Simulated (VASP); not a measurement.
Lu: single point with PBE

Crystal: Lu.

```
CELL_PARAMETERS angstrom
3.30828 0.00000 0.00000
-1.65414 2.86506 0.00000
0.00000 0.00000 3.27158
ATOMIC_POSITIONS crystal
Lu 0.00000 0.00000 0.00000
```

This isn't the form of Lu at room conditions, which is hcp.

- Program: VASP 6.6.1
- Task: single point
- Functional: PBE
- Potentials or basis: VASP PAW PBE potentials, release 64 (Lu)
- Cutoff: 520 eV
- k mesh: 13 × 13 × 12
- Occupations: fermi-dirac, width 0.08 eV
- Spin: no spin polarisation

```
Pressure               : -0.1 GPa
Band gap on the k mesh : zero (an odd number of electrons rules out a gap without spin polarisation)
```

Levels at points of the mesh, in eV from the Fermi level:
```
           k point  band 9  band 10  band 11  band 12  band 13  band 14  band 15  band 16  band 17  band 18
(0.00, 0.00, 0.00)   -5.18    -5.15    -5.15    -5.08    -0.31     2.35     2.35     6.33     6.33     9.85
(0.00, 0.00, 0.50)   -5.13    -5.13    -5.08    -3.05    -0.59     2.90     2.90     4.11     4.11     7.73
```

Wall time 29 s on 1 thread of Intel(R) Xeon(R) 6975P-C (Granite Rapids) (shared host), peak memory 0.22 GiB.

Caveat: spin-orbit coupling is left out, which moves the levels of the heavy elements.
